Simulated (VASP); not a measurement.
# NaHgF3 (Pm-3m) in VASP: notebook

Runs on NaHgF3. Level: r2SCAN. Tasks: single point.

All numbers are computed with VASP 6.6.1; they aren't measurements. Logs are shortened: lines on timing, memory, paths and dates and some standing lists are left out, and cuts for length are marked.

### 1 The cell of the first run

It takes space group Pm-3m (No. 221, cubic). Conventional cell: a = 4.543 Å, b = 4.543 Å, c = 4.543 Å, α = 90.00°, β = 90.00°, γ = 90.00°. Na (site symmetry m-3m) has 12 F at 3.21 Å and 8 Hg at 3.93 Å within 4.2 Å. Hg (site symmetry m-3m) has 6 F at 2.27 Å within 3.0 Å. F (site symmetry 4/mmm) has 2 Hg at 2.27 Å within 3.0 Å.

### 2 Single point, r2SCAN (18.76 Å³/atom)

Input file POSCAR:

```
NaHgF3
1.0
    4.5433660789      0.0000000000      0.0000000000
    0.0000000000      4.5433660789      0.0000000000
    0.0000000000      0.0000000000      4.5433660789
Na Hg F
1 1 3
Direct
    0.0000000000      0.0000000000      0.0000000000
    0.5000000000      0.5000000000      0.5000000000
    0.5000000000      0.5000000000      0.0000000000
    0.5000000000      0.0000000000      0.5000000000
    0.0000000000      0.5000000000      0.5000000000
```

Input file INCAR.step1:

```
SYSTEM = NaHgF3
PREC = Accurate
ENCUT = 520
ISMEAR = 0
SIGMA = 0.01
LREAL = .False.
LASPH = .True.
NELM = 100
NBANDS = 28
GGA = PE
ALGO = Normal
EDIFF = 1E-4
LWAVE = .True.
LCHARG = .False.
```

Input file INCAR.step2:

```
SYSTEM = NaHgF3
PREC = Accurate
ENCUT = 520
EDIFF = 1E-7
ISMEAR = 0
SIGMA = 0.01
LREAL = .False.
LASPH = .True.
NELM = 100
ALGO = Normal
ISIF = 2
LWAVE = .False.
LCHARG = .True.
METAGGA = R2SCAN
LMIXTAU = .True.
LELF = .True.
LVHAR = .True.
NBANDS = 28
ISTART = 1
```

Input file KPOINTS:

```
regular mesh
0
Gamma
  6 6 6
  0 0 0
```

Potentials or basis: VASP PAW PBE potentials, release 64 (Na_pv, Hg, F).

Run with:

```sh
$ cat potpaw_PBE.64/Na_pv/POTCAR potpaw_PBE.64/Hg/POTCAR potpaw_PBE.64/F/POTCAR > POTCAR
$ cp INCAR.step1 INCAR
$ mpirun -np 1 vasp_std > vasp.out
$ cp INCAR.step2 INCAR
$ mpirun -np 1 vasp_std > vasp.out
```

OUTCAR:

```text
SYSTEM = NaHgF3
   PREC = Accurate
   ENCUT = 520
   EDIFF = 1E-7
   ISMEAR = 0
   LREAL = .False.
   LASPH = .True.
   NELM = 100
   ISIF = 2
   METAGGA = R2SCAN
   ISTART = 1

 ion  position               nearest neighbor table
   1  0.000  0.000  0.000-
   2  0.500  0.500  0.500-   3 2.27   4 2.27   5 2.27   3 2.27   4 2.27   5 2.27
   3  0.500  0.500  0.000-   2 2.27   2 2.27
   4  0.500  0.000  0.500-   2 2.27   2 2.27
   5  0.000  0.500  0.500-   2 2.27   2 2.27

  LATTYP: Found a simple cubic cell.
 ALAT       =     4.5433660789

  Lattice vectors:

 A1 = (   4.5433660789,   0.0000000000,   0.0000000000)
 A2 = (   0.0000000000,   4.5433660789,   0.0000000000)
 A3 = (   0.0000000000,   0.0000000000,   4.5433660789)

Analysis of symmetry for initial positions (statically):
=====================================================================
 Subroutine PRICEL returns:
 Original cell was already a primitive cell.

 Routine SETGRP: Setting up the symmetry group for a
 simple cubic supercell.

 Subroutine GETGRP returns: Found 48 space group operations
 (whereof 48 operations were pure point group operations)
 out of a pool of 48 trial point group operations.

The static configuration has the point symmetry O_h .

Analysis of symmetry for dynamics (positions and initial velocities):
=====================================================================
 Subroutine PRICEL returns:
 Original cell was already a primitive cell.

 Routine SETGRP: Setting up the symmetry group for a
 simple cubic supercell.

 Subroutine GETGRP returns: Found 48 space group operations
 (whereof 48 operations were pure point group operations)
 out of a pool of 48 trial point group operations.

The dynamic configuration has the point symmetry O_h .

 Subroutine INISYM returns: Found 48 space group operations
 (whereof 48 operations are pure point group operations),
 and found     1 'primitive' translations

----------------------------------------------------------------------------------------

                                     Primitive cell

  volume of cell :      93.7850

  direct lattice vectors                    reciprocal lattice vectors
     4.543366079  0.000000000  0.000000000     0.220101128  0.000000000  0.000000000
     0.000000000  4.543366079  0.000000000     0.000000000  0.220101128  0.000000000
     0.000000000  0.000000000  4.543366079     0.000000000  0.000000000  0.220101128

  length of vectors
     4.543366079  4.543366079  4.543366079     0.220101128  0.220101128  0.220101128

  position of ions in fractional coordinates (direct lattice)
     0.000000000  0.000000000  0.000000000
     0.500000000  0.500000000  0.500000000
     0.500000000  0.500000000  0.000000000
     0.500000000  0.000000000  0.500000000
     0.000000000  0.500000000  0.500000000

  ion indices of the primitive-cell ions
   primitive index   ion index
                 1           1
                 2           2
                 3           3
                 4           4
                 5           5

----------------------------------------------------------------------------------------

 KPOINTS: regular mesh

Automatic generation of k-mesh.
 Grid dimensions read from file:
 generate k-points for:    6    6    6

 Generating k-lattice:

  Cartesian coordinates                     Fractional coordinates (reciprocal lattice)
     0.036683521  0.000000000  0.000000000     0.166666667  0.000000000  0.000000000
     0.000000000  0.036683521  0.000000000     0.000000000  0.166666667  0.000000000
     0.000000000  0.000000000  0.036683521     0.000000000  0.000000000  0.166666667

  Length of vectors
     0.036683521  0.036683521  0.036683521

  Shift w.r.t. Gamma in fractional coordinates (k-lattice)
     0.000000000  0.000000000  0.000000000

 Subroutine IBZKPT returns following result:
 ===========================================

 Found     20 irreducible k-points:

 Following reciprocal coordinates:
            Coordinates               Weight
  0.000000  0.000000  0.000000      1.000000
  0.166667  0.000000  0.000000      6.000000
  0.333333  0.000000  0.000000      6.000000
  0.500000  0.000000  0.000000      3.000000
  0.166667  0.166667  0.000000     12.000000
  0.333333  0.166667  0.000000     24.000000
[... 12 lines left out ...]
  0.500000  0.500000  0.333333      6.000000
  0.500000  0.500000  0.500000      1.000000
   k-points           NKPTS =     20   k-points in BZ     NKDIM =     20   number of bands    NBANDS=     28
   number of dos      NEDOS =    301   number of ions     NIONS =      5
   total plane-waves  NPLWV =  46656
   dimension x,y,z NGX =    36 NGY =   36 NGZ =   36
   dimension x,y,z NGXF=    72 NGYF=   72 NGZF=   72
   ions per type =               1   1   3
   NGX,Y,Z   is equivalent  to a cutoff of  13.17, 13.17, 13.17 a.u.
   NGXF,Y,Z  is equivalent  to a cutoff of  26.35, 26.35, 26.35 a.u.
 SYSTEM =  NaHgF3
   PREC   = accura    normal or accurate (medium, high low for compatibility)
   ISTART =      1    job   : 0-new  1-cont  2-samecut
   ICHARG =      0    charge: 1-file 2-atom 10-const
   ISPIN  =      1    spin polarized calculation?
   LNONCOLLINEAR =      F non collinear calculations
   LSORBIT =      F    spin-orbit coupling
   LASPH  =      T    aspherical Exc in radial PAW
   ENCUT  =  520.0 eV  38.22 Ry    6.18 a.u.   8.45  8.45  8.45*2*pi/ulx,y,z
   NELM   =    100;   NELMIN=  2; NELMDL=  0     # of ELM steps
   EDIFF  = 0.1E-06   stopping-criterion for ELM
   LREAL  =      F    real-space projection
   EDIFFG = 0.1E-05   stopping-criterion for IOM
   NSW    =      0    number of steps for IOM
   IBRION =     -1    ionic relax: 0-MD 1-quasi-New 2-CG
   NFREE  =      0    steps in history (QN), initial steepest desc. (CG)
   ISIF   =      2    stress and relaxation
   ISYM   =      2    0-nonsym 1-usesym 2-fastsym
   POTIM  = 0.5000    time-step for ionic-motion
   TEBEG  =    0.0;   TEEND  =   0.0 temperature during run
   PSTRESS=    0.0 pullay stress
   NELECT =      40.0000    total number of electrons
   NUPDOWN=      -1.0000    fix difference up-down
   EMIN   =  10.00;   EMAX   =-10.00  energy-range for DOS
   EFERMI =   0.00;   METHOD = LEGACY
   ISMEAR =     0;   SIGMA  =   0.01  broadening in eV -4-tet -1-fermi 0-gaus
   EFERMI_NEDOS =   21; number of points for ismear=-14 and -15
   IALGO  =     38    algorithm
   IMIX   =      4    mixing-type and parameters
     AMIX     =   0.40;   BMIX     =  1.00
     AMIX_MAG =   1.60;   BMIX_MAG =  1.00
  volume/ion in A,a.u.               =      18.76       126.58
  Fermi-wavevector in a.u.,A,eV,Ry     =   1.232302  2.328713 20.661370  1.518568
  Thomas-Fermi vector in A             =   2.367077
   LORBIT       =      0    0 simple, 1 ext, 2 COOP (PROOUT), +10 PAW based schemes
   METAGGA = R2SCAN    functional components
   LHFCALC =     F    Hartree Fock is set to
   AEXX    =    0.0000 exact exchange contribution
   IVDW    =     0    specifies the selected vdW correction
   LEPSILON=     F    determine dielectric tensor
   LRPA    =     F    only Hartree local field effects (RPA)
 non-spin polarized calculation
 Gauss-broadening in eV      SIGMA  =   0.01
  energy-cutoff  :      520.00
  volume of cell :       93.78
 maximum number of plane-waves:      2560
 NGX is ok and might be reduce to    36
   NGX = 17   NGY = 17   NGZ = 17

 number of electron      40.0000027 magnetization

 Free energy of the ion-electron system (eV)
  ---------------------------------------------------
  ext. energy  EPLUGINS =         0.00000000
  ---------------------------------------------------
  free energy    TOTEN  =       -71.64989488 eV

  energy without entropy =      -71.64989488  energy(sigma->0) =      -71.64989488

 E-fermi :  -1.3485     XC(G=0):  -8.5006

 val. band max:       -1.4780346959   @ k =   0.5000   0.5000   0.5000
 cond. band min:      -0.5952491072   @ k =   0.0000   0.0000   0.0000
 fundamental gap:      0.8827855887
 Fermi energy:        -1.3485480187

 k-point     1 :       0.0000    0.0000    0.0000
  band No.  band energies     occupation
      1     -25.5840      2.00000
      2     -25.5840      2.00000
      3     -25.5840      2.00000
      4     -24.3507      2.00000
      5     -24.1209      2.00000
      6     -24.1209      2.00000
[... 20 lines left out ...]
     27       8.8620      0.00000
     28      12.9333      0.00000

 k-point     2 :       0.1667    0.0000    0.0000
  band No.  band energies     occupation
      1     -25.5850      2.00000
      2     -25.5839      2.00000
      3     -25.5839      2.00000
      4     -24.3312      2.00000
      5     -24.1204      2.00000
      6     -24.1202      2.00000
[... 20 lines left out ...]
     27      10.4085      0.00000
     28      11.8873      0.00000

 k-point     3 :       0.3333    0.0000    0.0000
  band No.  band energies     occupation
      1     -25.5872      2.00000
      2     -25.5839      2.00000
      3     -25.5839      2.00000
      4     -24.2904      2.00000
      5     -24.1196      2.00000
      6     -24.1196      2.00000
[... 20 lines left out ...]
     27      10.6702      0.00000
     28      10.6702      0.00000

 k-point     4 :       0.5000    0.0000    0.0000
  band No.  band energies     occupation
      1     -25.5882      2.00000
      2     -25.5838      2.00000
      3     -25.5838      2.00000
      4     -24.2698      2.00000
      5     -24.1200      2.00000
      6     -24.1196      2.00000
[... 454 lines left out ...]
     27       9.2876      0.00000
     28       9.3807      0.00000

 k-point    19 :       0.5000    0.5000    0.3333
  band No.  band energies     occupation
      1     -25.5855      2.00000
      2     -25.5855      2.00000
      3     -25.5848      2.00000
      4     -24.1358      2.00000
      5     -24.1157      2.00000
      6     -24.1157      2.00000
[... 20 lines left out ...]
     27       8.5378      0.00000
     28       8.5378      0.00000

 k-point    20 :       0.5000    0.5000    0.5000
  band No.  band energies     occupation
      1     -25.5852      2.00000
      2     -25.5852      2.00000
      3     -25.5852      2.00000
      4     -24.1157      2.00000
      5     -24.1157      2.00000
      6     -24.1157      2.00000
[... 20 lines left out ...]
     27       7.6442      0.00000
     28       7.6442      0.00000

------------------------ aborting loop because EDIFF is reached ----------------------------------------

  FORCE on cell =-STRESS in cart. coord.  units (eV):
  Direction    XX          YY          ZZ          XY          YZ          ZX
  --------------------------------------------------------------------------------------
  -------------------------------------------------------------------------------------
  Total       -0.7275181     -0.7275181     -0.7275181     -0.0000000     -0.0000000      0.0000000
  in kB      -12.4285714    -12.4285714    -12.4285714     -0.0000000     -0.0000000      0.0000000
  external PRESSURE =     -12.4285714 kB  Pullay stress =       0.0000000 kB

 VOLUME and BASIS-vectors are now :
 -----------------------------------------------------------------------------
  energy-cutoff  :      520.00
  volume of cell :       93.78
      direct lattice vectors                 reciprocal lattice vectors
     4.543366079  0.000000000  0.000000000     0.220101128  0.000000000  0.000000000
     0.000000000  4.543366079  0.000000000     0.000000000  0.220101128  0.000000000
     0.000000000  0.000000000  4.543366079     0.000000000  0.000000000  0.220101128

 POSITION                                       TOTAL-FORCE (eV/Angst)
 -----------------------------------------------------------------------------------
      0.00000      0.00000      0.00000         0.000000      0.000000      0.000000
      2.27168      2.27168      2.27168         0.000000      0.000000      0.000000
      2.27168      2.27168      0.00000         0.000000      0.000000      0.000000
      2.27168      0.00000      2.27168         0.000000      0.000000      0.000000
      0.00000      2.27168      2.27168         0.000000      0.000000      0.000000
 -----------------------------------------------------------------------------------
    total drift:                                0.000000      0.000000      0.000000

  FREE ENERGIE OF THE ION-ELECTRON SYSTEM (eV)
  ---------------------------------------------------
  free  energy   TOTEN  =       -71.6498948791 eV

  energy  without entropy=      -71.6498948791  energy(sigma->0) =      -71.64989488
```

It took 2.3 min on 1 thread of AMD EPYC 9R45 (Zen 5), shared host; peak memory 0.21 GiB.

What came out:

```
Free energy            : -71.6499 eV
Pressure               : -1.2 GPa
Band gap on the k mesh : 0.88 eV (least direct gap 3.56 eV)
```

Levels at points of the mesh, in eV from the valence-band top:
| k point | band 18 | band 19 | band 20 | band 21 | band 22 | band 23 |
| --- | --- | --- | --- | --- | --- | --- |
| (0.00, 0.00, 0.00) | -2.68 | -2.68 | -2.68 | 0.88 | 5.71 | 10.25 |
| (0.50, 0.00, 0.00) | -2.25 | -2.25 | -2.00 | 3.45 | 5.28 | 8.39 |
| (0.50, 0.50, 0.00) | -2.25 | -2.25 | 0.00 | 5.00 | 6.82 | 7.03 |
| (0.50, 0.50, 0.50) | -2.28 | 0.00 | 0.00 | 6.25 | 7.06 | 8.28 |

Caveat: the PAW data sets were made with another functional, which shifts forces and pressure a little; spin-orbit coupling is left out, which moves the levels of the heavy elements. A k mesh can miss the band edges.

### 3 Single point, r2SCAN (19.30 Å³/atom)

This run uses another cell than the first one, of 19.30 Å³/atom.

POSCAR, as its differences from that of step 2:

```diff
@@ -2,5 +2,5 @@
 1.0
-    4.5433660789      0.0000000000      0.0000000000
-    0.0000000000      4.5433660789      0.0000000000
-    0.0000000000      0.0000000000      4.5433660789
+    4.5870549713      0.0000000000      0.0000000000
+    0.0000000000      4.5870549713      0.0000000000
+    0.0000000000      0.0000000000      4.5870549713
 Na Hg F
```

Input file INCAR.step1:

```
SYSTEM = NaHgF3
  PREC = Accurate
  ENCUT = 520
  ISMEAR = 0
  SIGMA = 0.01
  LREAL = .False.
  LASPH = .True.
  NELM = 80
  NBANDS = 28
  GGA = PE
  ALGO = Normal
  EDIFF = 1E-4
  LWAVE = .True.
  LCHARG = .False.
```

Input file INCAR.step2:

```
SYSTEM = NaHgF3
  PREC = Accurate
  ENCUT = 520
  EDIFF = 1E-7
  ISMEAR = 0
  SIGMA = 0.01
  LREAL = .False.
  LASPH = .True.
  NELM = 80
  ALGO = Normal
  ISIF = 2
  LWAVE = .False.
  LCHARG = .False.
  METAGGA = R2SCAN
  LMIXTAU = .True.
  NBANDS = 28
  ISTART = 1
```

Input file KPOINTS:

```
Automatic mesh
0
Gamma
  6 6 6
  0 0 0
```

Potentials or basis: VASP PAW PBE potentials, release 64 (Na_pv, Hg, F).

Run with:

```sh
$ cat potpaw_PBE.64/Na_pv/POTCAR potpaw_PBE.64/Hg/POTCAR potpaw_PBE.64/F/POTCAR > POTCAR
$ cp INCAR.step1 INCAR
$ mpirun -np 1 vasp_std > vasp.out
$ cp INCAR.step2 INCAR
$ mpirun -np 1 vasp_std > vasp.out
```

Wall time 1.9 min (1 thread of AMD EPYC 9R45 (Zen 5), shared host); peak memory 0.21 GiB.

Results (log left out):

* Free energy: -71.6204 eV
* Pressure: -2.7 GPa
* Band gap on the k mesh: 0.93 eV (least direct gap 3.39 eV)

Levels at points of the mesh, in eV from the valence-band top:
```
           k point  band 18  band 19  band 20  band 21  band 22  band 23
(0.00, 0.00, 0.00)    -2.46    -2.46    -2.46     0.93     5.76    10.33
(0.50, 0.00, 0.00)    -2.09    -2.09    -1.95     3.41     5.37     8.43
(0.50, 0.50, 0.00)    -2.09    -2.09     0.00     4.90     6.88     7.10
(0.50, 0.50, 0.50)    -2.14     0.00     0.00     6.12     7.14     8.31
```

Caveat: the PAW data sets were made with another functional, which shifts forces and pressure a little; spin-orbit coupling is left out, which moves the levels of the heavy elements.
